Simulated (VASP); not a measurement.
## TiO2: single point with r2SCAN

Crystal: TiO2.

```xyz
9
Lattice="5.5822 0.0000 0.0000 -2.7911 4.8343 0.0000 0.0000 0.0000 6.0825" Properties=species:S:1:pos:R:3 pbc="T T T"
Ti    2.6065    0.0000    2.0275
Ti   -1.3033    2.2573    4.0550
Ti    1.4878    2.5770    0.0000
O     0.8672    4.1161    0.7339
O     3.6583    0.7182    3.3210
O     0.3400    2.0253    4.7889
O     3.1311    2.8091    5.3485
O    -1.2072    3.5273    2.7614
O     1.5840    1.3071    1.2936
```

```
Program                : VASP 6.6.1
Task                   : single point
Functional             : r2SCAN
Potentials or basis    : VASP PAW PBE potentials, release 64 (Ti_sv, O)
Cutoff                 : 520 eV
k mesh                 : 6 × 6 × 5
Occupations            : fermi-dirac, width 0.05 eV
Spin                   : no spin polarisation
Dipole correction      : no
Further INCAR settings : ALGO = Normal; EDIFF = 1e-06; NBANDS = 46
```

```yaml
Pressure: -0.3 GPa
Largest_force: 0.019 eV/Å
Band_gap_on_the_k_mesh: 4.08 eV (least direct gap 4.09 eV)
```

Forces on the atoms (eV/Å):
```
Ti  -0.003  0.000  0.000
Ti   0.001 -0.002  0.000
Ti   0.001  0.002  0.000
O   -0.013 -0.012  0.006
O   -0.013  0.012 -0.006
O   -0.004  0.017  0.006
O   -0.004 -0.017 -0.006
O    0.017 -0.006  0.006
O    0.017  0.006 -0.006
```

Levels at points of the mesh, in eV from the valence-band top:
```csv
k point,band 34,band 35,band 36,band 37,band 38,band 39
"(0.00, 0.00, 0.00)",-0.29,-0.28,-0.28,4.09,4.64,4.64
"(0.50, 0.00, 0.00)",-0.77,-0.17,0.00,4.31,4.31,4.61
```

It took 26 min on 1 thread of Intel Xeon 8259CL, on a shared host, peak memory 0.4 GiB.

Caveat: the PAW data sets were made with another functional, which shifts forces and pressure a little. A k mesh can miss the band edges.
